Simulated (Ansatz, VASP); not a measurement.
## Two plane-wave programs on ReS

INCAR

```
PREC     = Accurate       # precision mode
ENCUT    = 520            # plane-wave cutoff, eV
EDIFF    = 1E-6           # SCF threshold, eV
ISMEAR   = 0              # smearing method
SIGMA    = 0.1            # smearing width, eV
LREAL    = False          # projectors in reciprocal space
LASPH    = True           # aspherical terms in the spheres
NELM     = 150            # most SCF steps
ALGO     = Normal         # electronic algorithm
ISIF     = 2              # what is computed and relaxed
LWAVE    = False          # write WAVECAR
LCHARG   = False          # write CHGCAR
ISPIN    = 2              # spin polarisation
MAGMOM   = 2 -2 0 0       # initial moments
LORBIT   = 11             # projections on sites
LMAXMIX  = 4              # l up to which the mixer works
GGA      = PE             # functional
NBANDS   = 25             # bands
```

Contents of KPOINTS:

```
Automatic mesh
0
Gamma
  14 14 7
```

File POSCAR:

```
ReS
1.0
    0.0000000000      2.4617002392      2.4617002392
    4.9234004783      2.4617002392      2.4617002392
    4.9234004783      4.9234004783      0.0000000000
Re S
2 2
Direct
    1.0000000000      0.0000000000      0.0000000000
    1.0000000000      0.0000000000      0.5000000000
    0.5000000000      0.5000000000      0.0000000000
    0.5000000000      0.5000000000      0.5000000000
```

Input for Ansatz:

```yaml
crystal:
  lattice:
    - [0.0, 2.4617002392, 2.4617002392]
    - [4.9234004783, 2.4617002392, 2.4617002392]
    - [4.9234004783, 4.9234004783, 0.0]
  atoms:
    - { symbol: Re, position: [1.0, 0.0, 0.0], spin: 2.0 }
    - { symbol: S, position: [0.5, 0.5, 0.0] }
    - { symbol: Re, position: [1.0, 0.0, 0.5], spin: -2.0 }
    - { symbol: S, position: [0.5, 0.5, 0.5] }
basis:
  ecutwfc: 420
kpoints:
  mp_grid: { grid: [14, 14, 7] }
hamiltonian:
  xc: pbe
scf:
  occupations: { method: gaussian, width: 0.1 }
  lower_state_search: "off"
output:
  forces: true
  stress: true
  eigenvalues: true
  populations: true
  write_density: true
  write_potential: true
  elf: true
  volumetric_format: npy
magnetization:
  spin_polarized: true
```

Alike in both runs: task single point; functional PBE; k mesh 14 × 14 × 7; occupations gaussian, width 0.1 eV; collinear spin.

|  | VASP | Ansatz |
| --- | --- | --- |
| version | VASP 6.6.1 | Ansatz 0.2.0 |
| potentials or method | VASP PAW PBE potentials, release 64 (Re, S), cutoff 520 eV | scalar-relativistic, plane waves, PAW |
| valence electrons in the cell | 26 | 42 |

|  | VASP | Ansatz | Ansatz less VASP |
| --- | --- | --- | --- |
| gap on the k mesh at the Fermi level (eV) | none | none | - |
| pressure (GPa) | 1.2 | 0.0 | -1.16 |
| net moment per atom (μB) | 0.00 | 0.00 | 0.000 |
| size of the moment on the site where the two differ most (μB) | 0.16 | 0.10 | -0.065 |

Site moments also hang on the region over which each program counts them. A gap of «none» marks a metal or a gap that the smearing closes. VASP's potentials hold 26 valence electrons a cell and Ansatz's 42, so a difference there can come from the potentials and not from the codes. Ansatz's warnings: seeded moment not kept.

Spin-orbit coupling is off throughout.
